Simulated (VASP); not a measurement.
# CdSe (zincblende type) (F-43m) in VASP: a series of runs

CdSe (zincblende type) is run at these levels: PBE; tasks: single point, relaxation of cell and atoms.

Program: VASP 6.6.1. These are calculated values, not measurements. Logs are shortened: lines on timing, memory, paths and dates and some standing lists are left out, and cuts for length are marked.

## 1. The cell of the first run

The structure is cubic, space group F-43m (No. 216). Conventional cell: a = 6.198 Å, b = 6.198 Å, c = 6.198 Å, α = 90.00°, β = 90.00°, γ = 90.00°. Cd (site symmetry -43m) has 4 Se at 2.68 Å within 3.5 Å. Se (site symmetry -43m) has 4 Cd at 2.68 Å within 3.5 Å.

## 2. Single point, PBE

Contents of INCAR:

```
SYSTEM = CdSe
PREC     = Accurate       ! precision mode
ENCUT    = 520            ! plane-wave cutoff, eV
EDIFF    = 1E-7           ! SCF threshold, eV
ISMEAR   = -1             ! smearing method
SIGMA    = 0.08           ! smearing width, eV
LREAL    = .FALSE.        ! projectors in reciprocal space
LASPH    = .TRUE.         ! aspherical terms in the spheres
NELM     = 80             ! most SCF steps
ALGO     = Normal         ! electronic algorithm
ISIF     = 2              ! what is computed and relaxed
LWAVE    = .FALSE.        ! write WAVECAR
LCHARG   = .FALSE.        ! write CHGCAR
GGA      = PE             ! functional
NBANDS   = 16             ! bands
```

Contents of KPOINTS:

```
regular mesh
0
G
  11 11 11
  0 0 0
```

Contents of POSCAR:

```
CdSe
1.0
    0.0000000000      3.0989373601      3.0989373601
    3.0989373601      0.0000000000      3.0989373601
    3.0989373601      3.0989373601      0.0000000000
Cd Se
1 1
Direct
    0.0000000000      0.0000000000      0.0000000000
    0.2500000000      0.2500000000      0.2500000000
```

Potentials or basis: VASP PAW PBE potentials, release 64 (Cd, Se).

Command:

```console
$ cat potpaw_PBE.64/Cd/POTCAR potpaw_PBE.64/Se/POTCAR > POTCAR
$ mpirun -np 1 vasp_std > vasp.out
```

OUTCAR:

```text
SYSTEM = CdSe
   PREC = Accurate
   ENCUT = 520
   EDIFF = 1E-7
   ISMEAR = -1
   LREAL = .FALSE.
   LASPH = .TRUE.
   NELM = 80
   ISIF = 2
   GGA = PE

 ion  position               nearest neighbor table
   1  0.000  0.000  0.000-   2 2.68   2 2.68   2 2.68   2 2.68
   2  0.250  0.250  0.250-   1 2.68   1 2.68   1 2.68   1 2.68

  LATTYP: Found a face centered cubic cell.
 ALAT       =     6.1978747202

  Lattice vectors:

 A1 = (   0.0000000000,   3.0989373601,   3.0989373601)
 A2 = (   3.0989373601,   0.0000000000,   3.0989373601)
 A3 = (   3.0989373601,   3.0989373601,   0.0000000000)

Analysis of symmetry for initial positions (statically):
=====================================================================
 Subroutine PRICEL returns:
 Original cell was already a primitive cell.

 Routine SETGRP: Setting up the symmetry group for a
 face centered cubic supercell.

 Subroutine GETGRP returns: Found 24 space group operations
 (whereof 24 operations were pure point group operations)
 out of a pool of 48 trial point group operations.

The static configuration has the point symmetry T_d .

Analysis of symmetry for dynamics (positions and initial velocities):
=====================================================================
 Subroutine PRICEL returns:
 Original cell was already a primitive cell.

 Routine SETGRP: Setting up the symmetry group for a
 face centered cubic supercell.

 Subroutine GETGRP returns: Found 24 space group operations
 (whereof 24 operations were pure point group operations)
 out of a pool of 48 trial point group operations.

The dynamic configuration has the point symmetry T_d .

 Subroutine INISYM returns: Found 24 space group operations
 (whereof 24 operations are pure point group operations),
 and found     1 'primitive' translations

----------------------------------------------------------------------------------------

                                     Primitive cell

  volume of cell :      59.5207

  direct lattice vectors                    reciprocal lattice vectors
     0.000000000  3.098937360  3.098937360    -0.161345630  0.161345630  0.161345630
     3.098937360  0.000000000  3.098937360     0.161345630 -0.161345630  0.161345630
     3.098937360  3.098937360  0.000000000     0.161345630  0.161345630 -0.161345630

  length of vectors
     4.382559244  4.382559244  4.382559244     0.279458828  0.279458828  0.279458828

  position of ions in fractional coordinates (direct lattice)
     0.000000000  0.000000000  0.000000000
     0.250000000  0.250000000  0.250000000

  ion indices of the primitive-cell ions
   primitive index   ion index
                 1           1
                 2           2

----------------------------------------------------------------------------------------

 KPOINTS: regular mesh

Automatic generation of k-mesh.
 Grid dimensions read from file:
 generate k-points for:   11   11   11

 Generating k-lattice:

  Cartesian coordinates                     Fractional coordinates (reciprocal lattice)
    -0.014667785  0.014667785  0.014667785     0.090909091  0.000000000  0.000000000
     0.014667785 -0.014667785  0.014667785     0.000000000  0.090909091  0.000000000
     0.014667785  0.014667785 -0.014667785     0.000000000  0.000000000  0.090909091

  Length of vectors
     0.025405348  0.025405348  0.025405348

  Shift w.r.t. Gamma in fractional coordinates (k-lattice)
     0.000000000  0.000000000  0.000000000

 Subroutine IBZKPT returns following result:
 ===========================================

 Found     56 irreducible k-points:

 Following reciprocal coordinates:
            Coordinates               Weight
  0.000000  0.000000  0.000000      1.000000
  0.090909  0.000000  0.000000      8.000000
  0.181818  0.000000  0.000000      8.000000
  0.272727  0.000000  0.000000      8.000000
  0.363636  0.000000  0.000000      8.000000
  0.454545  0.000000  0.000000      8.000000
[... 16 lines left out ...]
 -0.272727  0.181818  0.000000     24.000000
 -0.181818  0.181818  0.000000     12.000000
 [... further k-points ...]
   k-points           NKPTS =     56   k-points in BZ     NKDIM =     56   number of bands    NBANDS=     16
   number of dos      NEDOS =    301   number of ions     NIONS =      2
   total plane-waves  NPLWV =  46656
   dimension x,y,z NGX =    36 NGY =   36 NGZ =   36
   dimension x,y,z NGXF=    72 NGYF=   72 NGZF=   72
   ions per type =               1   1
   NGX,Y,Z   is equivalent  to a cutoff of  13.66, 13.66, 13.66 a.u.
   NGXF,Y,Z  is equivalent  to a cutoff of  27.31, 27.31, 27.31 a.u.
 SYSTEM =  CdSe
   PREC   = accura    normal or accurate (medium, high low for compatibility)
   ISTART =      0    job   : 0-new  1-cont  2-samecut
   ICHARG =      2    charge: 1-file 2-atom 10-const
   ISPIN  =      1    spin polarized calculation?
   LNONCOLLINEAR =      F non collinear calculations
   LSORBIT =      F    spin-orbit coupling
   LASPH  =      T    aspherical Exc in radial PAW
   ENCUT  =  520.0 eV  38.22 Ry    6.18 a.u.   8.15  8.15  8.15*2*pi/ulx,y,z
   NELM   =     80;   NELMIN=  2; NELMDL= -5     # of ELM steps
   EDIFF  = 0.1E-06   stopping-criterion for ELM
   LREAL  =      F    real-space projection
   EDIFFG = 0.1E-05   stopping-criterion for IOM
   NSW    =      0    number of steps for IOM
   IBRION =     -1    ionic relax: 0-MD 1-quasi-New 2-CG
   NFREE  =      0    steps in history (QN), initial steepest desc. (CG)
   ISIF   =      2    stress and relaxation
   ISYM   =      2    0-nonsym 1-usesym 2-fastsym
   POTIM  = 0.5000    time-step for ionic-motion
   TEBEG  =    0.0;   TEEND  =   0.0 temperature during run
   PSTRESS=    0.0 pullay stress
   NELECT =      18.0000    total number of electrons
   NUPDOWN=      -1.0000    fix difference up-down
   EMIN   =  10.00;   EMAX   =-10.00  energy-range for DOS
   EFERMI =   0.00;   METHOD = LEGACY
   ISMEAR =    -1;   SIGMA  =   0.08  broadening in eV -4-tet -1-fermi 0-gaus
   EFERMI_NEDOS =   21; number of points for ismear=-14 and -15
   IALGO  =     38    algorithm
   IMIX   =      4    mixing-type and parameters
     AMIX     =   0.40;   BMIX     =  1.00
     AMIX_MAG =   1.60;   BMIX_MAG =  1.00
  volume/ion in A,a.u.               =      29.76       200.83
  Fermi-wavevector in a.u.,A,eV,Ry     =   1.098861  2.076547 16.428982  1.207496
  Thomas-Fermi vector in A             =   2.235246
   LORBIT       =      0    0 simple, 1 ext, 2 COOP (PROOUT), +10 PAW based schemes
   GGA     = PE    functional components
   LHFCALC =     F    Hartree Fock is set to
   AEXX    =    0.0000 exact exchange contribution
   IVDW    =     0    specifies the selected vdW correction
   LEPSILON=     F    determine dielectric tensor
   LRPA    =     F    only Hartree local field effects (RPA)
 non-spin polarized calculation
  energy-cutoff  :      520.00
  volume of cell :       59.52
 maximum number of plane-waves:      1639
 NGX is ok and might be reduce to    36
   NGX = 17   NGY = 17   NGZ = 17

 number of electron      18.0000000 magnetization

 Free energy of the ion-electron system (eV)
  ---------------------------------------------------
  ext. energy  EPLUGINS =         0.00000000
  ---------------------------------------------------
  free energy    TOTEN  =        -5.50010957 eV

  energy without entropy =       -5.49989088  energy(sigma->0) =       -5.50000022

 E-fermi :   0.8837     XC(G=0):  -8.6314

 val. band max:        0.5087125689   @ k =   0.0000   0.0000   0.0000
 cond. band min:       1.0007951432   @ k =   0.0000   0.0000   0.0000
 fundamental gap:      0.4920825743
 Fermi energy:         0.8837159732

 k-point     1 :       0.0000    0.0000    0.0000
  band No.  band energies     occupation
      1     -11.7842      2.00000
      2      -7.2510      2.00000
      3      -7.2510      2.00000
      4      -7.2510      2.00000
      5      -6.9341      2.00000
      6      -6.9341      2.00000
[... 8 lines left out ...]
     15      11.4782      0.00000
     16      11.4782      0.00000

 k-point     2 :       0.0909    0.0000    0.0000
  band No.  band energies     occupation
      1     -11.7589      2.00000
      2      -7.2430      2.00000
      3      -7.2430      2.00000
      4      -7.2277      2.00000
      5      -6.9346      2.00000
      6      -6.9346      2.00000
[... 8 lines left out ...]
     15      10.9700      0.00000
     16      10.9700      0.00000

 k-point     3 :       0.1818    0.0000    0.0000
  band No.  band energies     occupation
      1     -11.6904      2.00000
      2      -7.2225      2.00000
      3      -7.2225      2.00000
      4      -7.1531      2.00000
      5      -6.9345      2.00000
      6      -6.9345      2.00000
[... 8 lines left out ...]
     15      10.5203      0.00000
     16      10.8507      0.00000

 k-point     4 :       0.2727    0.0000    0.0000
  band No.  band energies     occupation
      1     -11.5999      2.00000
      2      -7.1986      2.00000
      3      -7.1986      2.00000
      4      -7.0207      2.00000
      5      -6.9307      2.00000
      6      -6.9307      2.00000
[... 8 lines left out ...]
     15      10.5874      0.00000
     16      10.5874      0.00000
[... 324 lines left out ...]
 k-point    22 :      -0.3636    0.1818    0.0000
  band No.  band energies     occupation
      1     -11.4383      2.00000
      2      -7.1498      2.00000
      3      -7.1403      2.00000
      4      -6.9355      2.00000
      5      -6.9290      2.00000
      6      -6.6724      2.00000
[... 8 lines left out ...]
     15      10.9851      0.00000
     16      12.3431      0.00000

 k-point    23 :      -0.2727    0.1818    0.0000
  band No.  band energies     occupation
      1     -11.4935      2.00000
      2      -7.1616      2.00000
      3      -7.1567      2.00000
      4      -6.9444      2.00000
      5      -6.9417      2.00000
      6      -6.8087      2.00000
[... 8 lines left out ...]
     15      11.6903      0.00000
     16      12.7517      0.00000

 k-point    24 :      -0.1818    0.1818    0.0000
  band No.  band energies     occupation
      1     -11.5700      2.00000
      2      -7.1891      2.00000
      3      -7.1731      2.00000
      4      -7.0092      2.00000
      5      -6.9460      2.00000
      6      -6.9018      2.00000
[... 8 lines left out ...]
     15      11.2503      0.00000
     16      12.4708      0.00000

 [... further k-points ...]
[... 5 lines left out ...]
  --------------------------------------------------------------------------------------
  -------------------------------------------------------------------------------------
  Total        0.0767508      0.0767508      0.0767508      0.0000000      0.0000000      0.0000000
  in kB        2.0659757      2.0659757      2.0659757      0.0000000      0.0000000      0.0000000
  external PRESSURE =       2.0659757 kB  Pullay stress =       0.0000000 kB

 VOLUME and BASIS-vectors are now :
 -----------------------------------------------------------------------------
  energy-cutoff  :      520.00
  volume of cell :       59.52
      direct lattice vectors                 reciprocal lattice vectors
     0.000000000  3.098937360  3.098937360    -0.161345630  0.161345630  0.161345630
     3.098937360  0.000000000  3.098937360     0.161345630 -0.161345630  0.161345630
     3.098937360  3.098937360  0.000000000     0.161345630  0.161345630 -0.161345630

 POSITION                                       TOTAL-FORCE (eV/Angst)
 -----------------------------------------------------------------------------------
      0.00000      0.00000      0.00000        -0.000000     -0.000000     -0.000000
      1.54947      1.54947      1.54947         0.000000      0.000000      0.000000
 -----------------------------------------------------------------------------------
    total drift:                               -0.000000     -0.000000     -0.000000

  FREE ENERGIE OF THE ION-ELECTRON SYSTEM (eV)
  ---------------------------------------------------
  free  energy   TOTEN  =        -5.5001095719 eV

  energy  without entropy=       -5.4998908772  energy(sigma->0) =       -5.50000022
```

Run time: 24 s. Hardware: 1 thread of Intel Xeon Platinum 8559C (Emerald Rapids), shared host; peak memory 0.23 GiB.

Results:

* Free energy: -5.5001 eV
* Pressure: 0.2 GPa
* Band gap on the k mesh: 0.49 eV

Levels at points of the mesh, in eV from the valence-band top:
| k point | band 6 | band 7 | band 8 | band 9 | band 10 | band 11 | band 12 | band 13 |
| --- | --- | --- | --- | --- | --- | --- | --- | --- |
| (0.00, 0.00, 0.00) | -7.44 | 0.00 | 0.00 | 0.00 | 0.49 | 5.93 | 5.93 | 5.93 |

## 3. Single point, PBE

Contents of INCAR:

```
PREC = Accurate
ENCUT = 520
EDIFF = 1E-6
ISMEAR = -1
SIGMA = 0.08
LREAL = F
LASPH = T
NELM = 60
ALGO = Normal
ISIF = 2
LWAVE = F
LCHARG = F
GGA = PE
NBANDS = 16
```

Contents of KPOINTS:

```
Automatic mesh
0
Gamma
  11 11 11
```

POSCAR is that of step 2.

Potentials or basis: VASP PAW PBE potentials, release 64 (Cd, Se).

Command:

```console
$ cat potpaw_PBE.64/Cd/POTCAR potpaw_PBE.64/Se/POTCAR > POTCAR
$ mpirun -np 1 vasp_std > vasp.out
```

OUTCAR:

```text
PREC = Accurate
   ENCUT = 520
   EDIFF = 1E-6
   ISMEAR = -1
   LREAL = F
   LASPH = T
   NELM = 60
   ISIF = 2
   GGA = PE

 ion  position               nearest neighbor table
   1  0.000  0.000  0.000-   2 2.68   2 2.68   2 2.68   2 2.68
   2  0.250  0.250  0.250-   1 2.68   1 2.68   1 2.68   1 2.68

  LATTYP: Found a face centered cubic cell.
 ALAT       =     6.1978747202

  Lattice vectors:

[... 189 lines left out ...]
      3      -7.2510      2.00000
      4      -7.2510      2.00000
      5      -6.9341      2.00000
      6      -6.9341      2.00000
[... 433 lines left out ...]
      3      -7.1730      2.00000
      4      -7.0091      2.00000
      5      -6.9459      2.00000
      6      -6.9017      2.00000
[... 8 lines left out ...]
     15      11.2501      0.00000
     16      12.4700      0.00000

 [... further k-points ...]
[... 5 lines left out ...]
  --------------------------------------------------------------------------------------
  -------------------------------------------------------------------------------------
  Total        0.0774076      0.0774076      0.0774076      0.0000000      0.0000000     -0.0000000
  in kB        2.0836554      2.0836554      2.0836554      0.0000000      0.0000000     -0.0000000
  external PRESSURE =       2.0836554 kB  Pullay stress =       0.0000000 kB

 VOLUME and BASIS-vectors are now :
 -----------------------------------------------------------------------------
  energy-cutoff  :      520.00
  volume of cell :       59.52
      direct lattice vectors                 reciprocal lattice vectors
     0.000000000  3.098937360  3.098937360    -0.161345630  0.161345630  0.161345630
     3.098937360  0.000000000  3.098937360     0.161345630 -0.161345630  0.161345630
     3.098937360  3.098937360  0.000000000     0.161345630  0.161345630 -0.161345630

 POSITION                                       TOTAL-FORCE (eV/Angst)
 -----------------------------------------------------------------------------------
      0.00000      0.00000      0.00000         0.000000      0.000000      0.000000
      1.54947      1.54947      1.54947        -0.000000     -0.000000     -0.000000
 -----------------------------------------------------------------------------------
    total drift:                               -0.000000     -0.000000     -0.000000

  FREE ENERGIE OF THE ION-ELECTRON SYSTEM (eV)
  ---------------------------------------------------
  free  energy   TOTEN  =        -5.5001089206 eV

  energy  without entropy=       -5.4998900934  energy(sigma->0) =       -5.49999951
```

OSZICAR:

```text
N       E                     dE             d eps       ncg     rms          rms(c)
DAV:   1     0.105880734625E+03    0.10588E+03   -0.87660E+03  1832   0.999E+02
DAV:   2    -0.174262306552E+01   -0.10762E+03   -0.10167E+03  2152   0.244E+02
DAV:   3    -0.586594245755E+01   -0.41233E+01   -0.41158E+01  2176   0.495E+01
DAV:   4    -0.588420187409E+01   -0.18259E-01   -0.18259E-01  2320   0.331E+00
DAV:   5    -0.588431845888E+01   -0.11658E-03   -0.11658E-03  2176   0.231E-01    0.552E+00
DAV:   6    -0.551941434736E+01    0.36490E+00   -0.55852E-01  2680   0.852E+00    0.446E+00
DAV:   7    -0.549887386766E+01    0.20540E-01   -0.13515E-01  2160   0.243E+00    0.197E+00
DAV:   8    -0.549976604302E+01   -0.89218E-03   -0.12135E-02  2008   0.131E+00    0.241E-01
DAV:   9    -0.549998841861E+01   -0.22238E-03   -0.13393E-03  2240   0.447E-01    0.490E-02
DAV:  10    -0.550005729534E+01   -0.68877E-04   -0.14712E-04  2216   0.147E-01    0.443E-02
DAV:  11    -0.550010913828E+01   -0.51843E-04   -0.84433E-05  2248   0.572E-02    0.175E-02
DAV:  12    -0.550010892063E+01    0.21765E-06   -0.13886E-06  1912   0.125E-02
   1 F= -.55001089E+01 E0= -.54999995E+01  d E =-.218827E-03
```

stdout:

```text
POSCAR found type information on POSCAR CdSe
 POSCAR found :  2 types and       2 ions
 scaLAPACK will be used
 LDA part: xc-table for (Slater+PW92), standard interpolation
 POSCAR, INCAR and KPOINTS ok, starting setup
 FFT: planning ... GRIDC
 FFT: planning ... GRID_SOFT
 FFT: planning ... GRID
 WAVECAR not read
 entering main loop
```

Run time: 22 s. Hardware: 1 thread of Intel Xeon Platinum 8559C (Emerald Rapids), shared host; peak memory 0.23 GiB.

Results:

* Free energy: -5.5001 eV
* Pressure: 0.2 GPa
* Band gap on the k mesh: 0.49 eV

(Part 1 of 2 ends here.)
